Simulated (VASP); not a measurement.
Set up this calculation in VASP 6.6.1, as the native input.

| Property | Result |
| --- | --- |
| Task | single point |
| Functional | PBEsol |
| Potentials or basis | VASP PAW PBE potentials, release 64 (Ti_sv, C) |
| Cutoff | 520 eV |
| k mesh | 16 × 16 × 16 |
| Occupations | fermi-dirac, width 0.15 eV |
| Spin | collinear spin |
| Starting moments | [2.0, 3.0] μB |
| Dipole correction | no |
| Further INCAR settings | ALGO = Normal; EDIFF = 1e-06; NBANDS = 19 |

The structure of TiC lies in POSCAR:

```
TiC
1.0
    0.0000000000      2.1610180311      2.1610180311
    2.1610180311      0.0000000000      2.1610180311
    2.1610180311      2.1610180311      0.0000000000
Ti C
1 1
Direct
    0.0000000000      0.0000000000      0.0000000000
    0.5000000000      0.5000000000      0.5000000000
```

One way to write it, as run:

INCAR

```
PREC = Accurate ; ENCUT = 520
EDIFF = 1E-6 ; ISMEAR = -1
SIGMA = 0.15 ; LREAL = False
LASPH = True ; NELM = 150
ALGO = Normal ; ISIF = 2
LWAVE = False ; LCHARG = False
ISPIN = 2 ; MAGMOM = 2 3
LORBIT = 11 ; LMAXMIX = 4
GGA = PS ; NBANDS = 19
```

KPOINTS

```
regular mesh
0
Gamma
  16 16 16
```

Potentials or basis: VASP PAW PBE potentials, release 64 (Ti_sv, C).

Command:

```bash
$ cat potpaw_PBE.64/Ti_sv/POTCAR potpaw_PBE.64/C/POTCAR > POTCAR
$ mpirun -np 1 vasp_std > vasp.out
```

It gave:

- Pressure: -5.0 GPa
- Band gap on the k mesh: zero (filled and empty bands overlap)
- Net moment: 0.00 μB per cell
- Valence electrons inside the program's atomic spheres: Ti 10.43; C 2.38

Caveat: the cell stands under tension; the PAW data sets were made with another functional, which shifts forces and pressure a little.

It took 2.3 min on 1 thread of Intel Xeon 8259CL, with other jobs on the host, peak memory 0.21 GiB.
